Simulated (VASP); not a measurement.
# KMgF3 (R-3m) in VASP: single point with PBEsol

Aim: the single point of KMgF3 with PBEsol.

All numbers are computed with VASP 6.6.1; they aren't measurements. Logs are shortened: lines on timing, memory, paths and dates and some standing lists are left out, and cuts for length are marked.

## (1) The cell of the first run

Symmetry: R-3m, No. 166, trigonal system. Conventional cell: a = 6.683 Å, b = 6.683 Å, c = 4.911 Å, α = 90.00°, β = 90.00°, γ = 120.00°. Within 3.2 Å of K (site symmetry -3m) lie 2 Mg at 2.46 Å and 6 F at 2.53 Å. Within 2.8 Å of Mg (site symmetry -3m) lie 6 F at 2.10 Å and 2 K at 2.46 Å. F (site symmetry 2/m) has 2 Mg at 2.10 Å and 2 K at 2.53 Å and 4 F at 2.53 Å within 2.8 Å.

## (2) Single point, PBEsol

Contents of INCAR:

```
SYSTEM = KMgF3
  PREC = Accurate
  ENCUT = 520
  EDIFF = 1E-7
  ISMEAR = 0
  SIGMA = 0.05
  LREAL = .False.
  LASPH = .True.
  NELM = 100
  ALGO = Normal
  ISIF = 2
  LWAVE = .False.
  LCHARG = .True.
  GGA = PS
  LELF = .True.
  LVHAR = .True.
  NBANDS = 24
```

Contents of KPOINTS:

```
Automatic mesh
0
Gamma
  6 6 6
  0 0 0
```

Contents of POSCAR:

```
KMgF3
1.0
    4.0956994065     -0.6301076010     -0.6301076010
   -0.6301076010      4.0956994065     -0.6301076010
   -0.6301076010     -0.6301076010      4.0956994065
K Mg F
1 1 3
Direct
    0.5000000000      0.5000000000      0.5000000000
    0.0000000000      0.0000000000      0.0000000000
    0.5000000000      0.0000000000      0.0000000000
    0.0000000000      0.5000000000      0.0000000000
    0.0000000000      0.0000000000      0.5000000000
```

Potentials or basis: VASP PAW PBE potentials, release 64 (K_sv, Mg, F).

Run with:

```bash
$ cat potpaw_PBE.64/K_sv/POTCAR potpaw_PBE.64/Mg/POTCAR potpaw_PBE.64/F/POTCAR > POTCAR
$ mpirun -np 1 vasp_std > vasp.out
```

OUTCAR:

```text
SYSTEM = KMgF3
   PREC = Accurate
   ENCUT = 520
   EDIFF = 1E-7
   ISMEAR = 0
   LREAL = .False.
   LASPH = .True.
   NELM = 100
   ISIF = 2
   GGA = PS

 ion  position               nearest neighbor table
   1  0.500  0.500  0.500-   2 2.46   2 2.46   4 2.53   5 2.53   3 2.53   4 2.53   5 2.53   3 2.53

   2  0.000  0.000  0.000-   5 2.10   5 2.10   3 2.10   4 2.10   4 2.10   3 2.10   1 2.46   1 2.46

   3  0.500  0.000  0.000-   2 2.10   2 2.10   1 2.53   1 2.53
   4  0.000  0.500  0.000-   2 2.10   2 2.10   1 2.53   1 2.53
   5  0.000  0.000  0.500-   2 2.10   2 2.10   1 2.53   1 2.53

  LATTYP: Found a trigonal (rhomboedric) cell.
 ALAT       =     4.1915181982
 COS(alpha) =    -0.2711864407

  Lattice vectors:

 A1 = (   4.0956994065,  -0.6301076010,  -0.6301076010)
 A2 = (  -0.6301076010,   4.0956994065,  -0.6301076010)
 A3 = (  -0.6301076010,  -0.6301076010,   4.0956994065)

Analysis of symmetry for initial positions (statically):
=====================================================================
 Subroutine PRICEL returns:
 Original cell was already a primitive cell.

 Routine SETGRP: Setting up the symmetry group for a
 trigonal (rhombohedral) supercell.

 Subroutine GETGRP returns: Found 12 space group operations
 (whereof 12 operations were pure point group operations)
 out of a pool of 12 trial point group operations.

The static configuration has the point symmetry D_3d.

Analysis of symmetry for dynamics (positions and initial velocities):
=====================================================================
 Subroutine PRICEL returns:
 Original cell was already a primitive cell.

 Routine SETGRP: Setting up the symmetry group for a
 trigonal (rhombohedral) supercell.

 Subroutine GETGRP returns: Found 12 space group operations
 (whereof 12 operations were pure point group operations)
 out of a pool of 12 trial point group operations.

The dynamic configuration has the point symmetry D_3d.

 Subroutine INISYM returns: Found 12 space group operations
 (whereof 12 operations are pure point group operations),
 and found     1 'primitive' translations

----------------------------------------------------------------------------------------

                                     Primitive cell

  volume of cell :      63.3256

  direct lattice vectors                    reciprocal lattice vectors
     4.095699406 -0.630107601 -0.630107601     0.258627197  0.047023127  0.047023127
    -0.630107601  4.095699406 -0.630107601     0.047023127  0.258627197  0.047023127
    -0.630107601 -0.630107601  4.095699406     0.047023127  0.047023127  0.258627197

  length of vectors
     4.191518198  4.191518198  4.191518198     0.267040027  0.267040027  0.267040027

  position of ions in fractional coordinates (direct lattice)
     0.500000000  0.500000000  0.500000000
     0.000000000  0.000000000  0.000000000
     0.500000000  0.000000000  0.000000000
     0.000000000  0.500000000  0.000000000
     0.000000000  0.000000000  0.500000000

  ion indices of the primitive-cell ions
   primitive index   ion index
                 1           1
                 2           2
                 3           3
                 4           4
                 5           5

----------------------------------------------------------------------------------------

 KPOINTS: Automatic mesh

Automatic generation of k-mesh.
 Grid dimensions read from file:
 generate k-points for:    6    6    6

 Generating k-lattice:

  Cartesian coordinates                     Fractional coordinates (reciprocal lattice)
     0.043104533  0.007837188  0.007837188     0.166666667 -0.000000000 -0.000000000
     0.007837188  0.043104533  0.007837188    -0.000000000  0.166666667 -0.000000000
     0.007837188  0.007837188  0.043104533    -0.000000000 -0.000000000  0.166666667

  Length of vectors
     0.044506671  0.044506671  0.044506671

  Shift w.r.t. Gamma in fractional coordinates (k-lattice)
     0.000000000  0.000000000  0.000000000

 Subroutine IBZKPT returns following result:
 ===========================================

 Found     32 irreducible k-points:

 Following reciprocal coordinates:
            Coordinates               Weight
  0.000000  0.000000  0.000000      1.000000
  0.166667 -0.000000  0.000000      6.000000
  0.333333 -0.000000  0.000000      6.000000
  0.500000 -0.000000 -0.000000      3.000000
  0.166667  0.166667  0.000000      6.000000
  0.333333  0.166667 -0.000000     12.000000
[... 16 lines left out ...]
  0.500000  0.500000  0.166667      6.000000
 -0.333333  0.500000  0.166667     12.000000
 [... further k-points ...]
   k-points           NKPTS =     32   k-points in BZ     NKDIM =     32   number of bands    NBANDS=     24
   number of dos      NEDOS =    301   number of ions     NIONS =      5
   total plane-waves  NPLWV =  32768
   dimension x,y,z NGX =    32 NGY =   32 NGZ =   32
   dimension x,y,z NGXF=    64 NGYF=   64 NGZF=   64
   ions per type =               1   1   3
   NGX,Y,Z   is equivalent  to a cutoff of  12.69, 12.69, 12.69 a.u.
   NGXF,Y,Z  is equivalent  to a cutoff of  25.38, 25.38, 25.38 a.u.
 SYSTEM =  KMgF3
   PREC   = accura    normal or accurate (medium, high low for compatibility)
   ISTART =      0    job   : 0-new  1-cont  2-samecut
   ICHARG =      2    charge: 1-file 2-atom 10-const
   ISPIN  =      1    spin polarized calculation?
   LNONCOLLINEAR =      F non collinear calculations
   LSORBIT =      F    spin-orbit coupling
   LASPH  =      T    aspherical Exc in radial PAW
   ENCUT  =  520.0 eV  38.22 Ry    6.18 a.u.   7.79  7.79  7.79*2*pi/ulx,y,z
   NELM   =    100;   NELMIN=  2; NELMDL= -5     # of ELM steps
   EDIFF  = 0.1E-06   stopping-criterion for ELM
   LREAL  =      F    real-space projection
   EDIFFG = 0.1E-05   stopping-criterion for IOM
   NSW    =      0    number of steps for IOM
   IBRION =     -1    ionic relax: 0-MD 1-quasi-New 2-CG
   NFREE  =      0    steps in history (QN), initial steepest desc. (CG)
   ISIF   =      2    stress and relaxation
   ISYM   =      2    0-nonsym 1-usesym 2-fastsym
   POTIM  = 0.5000    time-step for ionic-motion
   TEBEG  =    0.0;   TEEND  =   0.0 temperature during run
   PSTRESS=    0.0 pullay stress
   NELECT =      32.0000    total number of electrons
   NUPDOWN=      -1.0000    fix difference up-down
   EMIN   =  10.00;   EMAX   =-10.00  energy-range for DOS
   EFERMI =   0.00;   METHOD = LEGACY
   ISMEAR =     0;   SIGMA  =   0.05  broadening in eV -4-tet -1-fermi 0-gaus
   EFERMI_NEDOS =   21; number of points for ismear=-14 and -15
   IALGO  =     38    algorithm
   IMIX   =      4    mixing-type and parameters
     AMIX     =   0.40;   BMIX     =  1.00
     AMIX_MAG =   1.60;   BMIX_MAG =  1.00
  volume/ion in A,a.u.               =      12.67        85.47
  Fermi-wavevector in a.u.,A,eV,Ry     =   1.303962  2.464132 23.134232  1.700318
  Thomas-Fermi vector in A             =   2.434930
   LORBIT       =      0    0 simple, 1 ext, 2 COOP (PROOUT), +10 PAW based schemes
   GGA     = PS    functional components
   LHFCALC =     F    Hartree Fock is set to
   AEXX    =    0.0000 exact exchange contribution
   IVDW    =     0    specifies the selected vdW correction
   LEPSILON=     F    determine dielectric tensor
   LRPA    =     F    only Hartree local field effects (RPA)
 non-spin polarized calculation
 Gauss-broadening in eV      SIGMA  =   0.05
  energy-cutoff  :      520.00
  volume of cell :       63.33
 maximum number of plane-waves:      1720
   NGX = 15   NGY = 15   NGZ = 15

 number of electron      32.0000021 magnetization

 Free energy of the ion-electron system (eV)
  ---------------------------------------------------
  ext. energy  EPLUGINS =         0.00000000
  ---------------------------------------------------
  free energy    TOTEN  =       -22.18476594 eV

  energy without entropy =      -22.18476594  energy(sigma->0) =      -22.18476594

 E-fermi :  -0.2762     XC(G=0):  -9.8894

 val. band max:       -0.6055753887   @ k =   0.5000   0.5000   0.5000
 cond. band min:       4.6377753215   @ k =   0.0000   0.0000   0.0000
 fundamental gap:      5.2433507102
 Fermi energy:        -0.2761768254

 k-point     1 :       0.0000    0.0000    0.0000
  band No.  band energies     occupation
      1     -28.0126      2.00000
      2     -21.2276      2.00000
      3     -20.4214      2.00000
      4     -20.4214      2.00000
      5     -12.3036      2.00000
      6     -11.3935      2.00000
[... 16 lines left out ...]
     23      14.0322      0.00000
     24      14.7723      0.00000

 k-point     2 :       0.1667   -0.0000    0.0000
  band No.  band energies     occupation
      1     -28.0041      2.00000
      2     -21.1999      2.00000
      3     -20.4756      2.00000
      4     -20.4296      2.00000
      5     -12.2628      2.00000
      6     -11.3926      2.00000
[... 16 lines left out ...]
     23      12.5250      0.00000
     24      15.3397      0.00000

 k-point     3 :       0.3333   -0.0000    0.0000
  band No.  band energies     occupation
      1     -27.9870      2.00000
      2     -21.1263      2.00000
      3     -20.6023      2.00000
      4     -20.4461      2.00000
      5     -12.1853      2.00000
      6     -11.3842      2.00000
[... 16 lines left out ...]
     23      11.6820      0.00000
     24      13.9432      0.00000

 k-point     4 :       0.5000   -0.0000   -0.0000
  band No.  band energies     occupation
      1     -27.9784      2.00000
      2     -21.0712      2.00000
      3     -20.6834      2.00000
      4     -20.4543      2.00000
      5     -12.1492      2.00000
      6     -11.3760      2.00000
[... 16 lines left out ...]
     23      11.8827      0.00000
     24      12.0335      0.00000

 k-point     5 :       0.1667    0.1667    0.0000
  band No.  band energies     occupation
      1     -27.9917      2.00000
      2     -21.1535      2.00000
      3     -20.5644      2.00000
      4     -20.4428      2.00000
      5     -12.2073      2.00000
      6     -11.3718      2.00000
[... 16 lines left out ...]
     23      11.5026      0.00000
     24      15.1265      0.00000

 k-point     6 :       0.3333    0.1667   -0.0000
  band No.  band energies     occupation
      1     -27.9785      2.00000
      2     -21.0605      2.00000
      3     -20.6982      2.00000
      4     -20.4508      2.00000
      5     -12.1417      2.00000
      6     -11.3563      2.00000
[... 16 lines left out ...]
     23      11.8692      0.00000
     24      13.5170      0.00000
[... 379 lines left out ...]
 k-point    21 :      -0.3333    0.3333    0.1667
  band No.  band energies     occupation
      1     -27.9824      2.00000
      2     -21.0595      2.00000
      3     -20.6852      2.00000
      4     -20.3827      2.00000
      5     -12.2186      2.00000
      6     -11.4407      2.00000
[... 16 lines left out ...]
     23      11.9803      0.00000
     24      13.4349      0.00000

 k-point    22 :      -0.1667    0.3333    0.1667
  band No.  band energies     occupation
      1     -27.9836      2.00000
      2     -21.0951      2.00000
      3     -20.6865      2.00000
      4     -20.3611      2.00000
      5     -12.2307      2.00000
      6     -11.4384      2.00000
[... 16 lines left out ...]
     23      11.6741      0.00000
     24      13.6957      0.00000

 k-point    23 :       0.5000    0.5000    0.1667
  band No.  band energies     occupation
      1     -27.9752      2.00000
      2     -20.9555      2.00000
      3     -20.7980      2.00000
      4     -20.3815      2.00000
      5     -12.1985      2.00000
      6     -11.4069      2.00000
[... 16 lines left out ...]
     23      11.7367      0.00000
     24      12.1181      0.00000

 k-point    24 :      -0.3333    0.5000    0.1667
  band No.  band energies     occupation
      1     -27.9757      2.00000
      2     -20.9787      2.00000
      3     -20.8293      2.00000
      4     -20.3166      2.00000
      5     -12.2406      2.00000
      6     -11.4401      2.00000
[... 16 lines left out ...]
     23      11.5162      0.00000
     24      11.9553      0.00000

 [... further k-points ...]
[... 5 lines left out ...]
  --------------------------------------------------------------------------------------
  -------------------------------------------------------------------------------------
  Total        1.4122945      1.4122945      1.4122945      5.9223563      5.9223563      5.9223563
  in kB       35.7319446     35.7319446     35.7319446    149.8393631    149.8393631    149.8393631
  external PRESSURE =      35.7319446 kB  Pullay stress =       0.0000000 kB

 VOLUME and BASIS-vectors are now :
 -----------------------------------------------------------------------------
  energy-cutoff  :      520.00
  volume of cell :       63.33
      direct lattice vectors                 reciprocal lattice vectors
     4.095699406 -0.630107601 -0.630107601     0.258627197  0.047023127  0.047023127
    -0.630107601  4.095699406 -0.630107601     0.047023127  0.258627197  0.047023127
    -0.630107601 -0.630107601  4.095699406     0.047023127  0.047023127  0.258627197

 POSITION                                       TOTAL-FORCE (eV/Angst)
 -----------------------------------------------------------------------------------
      1.41774      1.41774      1.41774         0.000000      0.000000     -0.000000
      0.00000      0.00000      0.00000        -0.000000     -0.000000     -0.000000
      2.04785     -0.31505     -0.31505         0.000000      0.000000      0.000000
     -0.31505      2.04785     -0.31505        -0.000000      0.000000     -0.000000
     -0.31505     -0.31505      2.04785         0.000000     -0.000000      0.000000
 -----------------------------------------------------------------------------------
    total drift:                                0.000000      0.000000     -0.000000

  FREE ENERGIE OF THE ION-ELECTRON SYSTEM (eV)
  ---------------------------------------------------
  free  energy   TOTEN  =       -22.1847659414 eV

  energy  without entropy=      -22.1847659414  energy(sigma->0) =      -22.18476594
```

Run time: 51 s. Hardware: 1 thread of Intel Xeon Platinum 8375C at 2.90GHz (Ice Lake), shared host; peak memory 0.2 GiB.

What came out:

```yaml
Free_energy: -22.1848 eV
Pressure: 3.6 GPa
Band_gap_on_the_k_mesh: 5.24 eV, indirect (least direct gap 5.25 eV)
```

Caveat: the PAW data sets were made with another functional, which shifts forces and pressure a little.
